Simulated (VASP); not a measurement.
Write the native input for VASP 6.6.1 that does the following.

| Quantity | Value |
| --- | --- |
| Task | single point |
| Functional | PBE |
| Potentials or basis | VASP PAW PBE potentials, release 64 (Mg, H) |
| Cutoff | 520 eV |
| k mesh | 2 × 2 × 2 |
| Occupations | fermi-dirac, width 0.02 eV |
| Spin | no spin polarisation |
| Dipole correction | no |
| Further INCAR settings | LREAL = Auto; ALGO = Normal; EDIFF = 1e-06; NBANDS = 34 |

The structure of MgH2 lies in POSCAR:

```
MgH2
1.0
    0.0000000000      4.7446940000      4.7446940000
    4.7446940000      0.0000000000      4.7446940000
    4.7446940000      4.7446940000      0.0000000000
Mg H
8 16
Direct
    0.0046223213     -0.0049814593     -0.0023562110
   -0.0020088756     -0.0012448643      0.4988367005
    0.0002237236      0.4970591360      0.0055304936
   -0.0017974816      0.5067954857      0.4983182266
    0.5001411050     -0.0039367133      0.0045338013
    0.5013203170     -0.0013679491      0.4983761861
    0.5006378704      0.5003693600     -0.0022868703
    0.5031551034      0.5040514731      0.4951221301
    0.1277006483      0.1141223227      0.1423726167
    0.3582651484      0.3883465404      0.3953217004
    0.1265854026      0.1222892351      0.6033059245
    0.3742933686      0.3703184020      0.8664214173
    0.1320823851      0.6245388006      0.1124551973
    0.4060113255      0.8680927579      0.3594770284
    0.1200472570      0.6488940067      0.6185213419
    0.3704013367      0.8913666508      0.8725371963
    0.6177117007      0.1523491294      0.1247422911
    0.8678649245      0.3986662786      0.3660146471
    0.6330966760      0.1257735483      0.6156201011
    0.9099170568      0.3553915173      0.8694862092
    0.6304044054      0.6169748776      0.1075106213
    0.8691075757      0.8716303939      0.3680550316
    0.6188474957      0.6296028785      0.6523643042
    0.8718074337      0.8734644426      0.8835049215
```

These files were run (other wordings do the same):

INCAR

```
ALGO = Normal
EDIFF = 1E-6
ENCUT = 520
GGA = PE
ISIF = 2
ISMEAR = -1
LASPH = T
LCHARG = F
LREAL = Auto
LWAVE = F
NBANDS = 34
NELM = 80
PREC = Accurate
SIGMA = 0.02
```

KPOINTS

```
k-points
0
Gamma
  2 2 2
```

Potentials or basis: VASP PAW PBE potentials, release 64 (Mg, H).

Launch:

```sh
$ cat potpaw_PBE.64/Mg/POTCAR potpaw_PBE.64/H/POTCAR > POTCAR
$ mpirun -np 1 vasp_std > vasp.out
```

It gave:

```
Pressure               : 0.5 GPa
Largest force          : 0.457 eV/Å
Band gap on the k mesh : 0.52 eV
```

Caveat: the k points lie up to 0.57 Å⁻¹ apart.

Run time: 95 s on 1 thread of Intel(R) Xeon(R) 6975P-C (Granite Rapids) (shared host), peak memory 0.35 GiB.
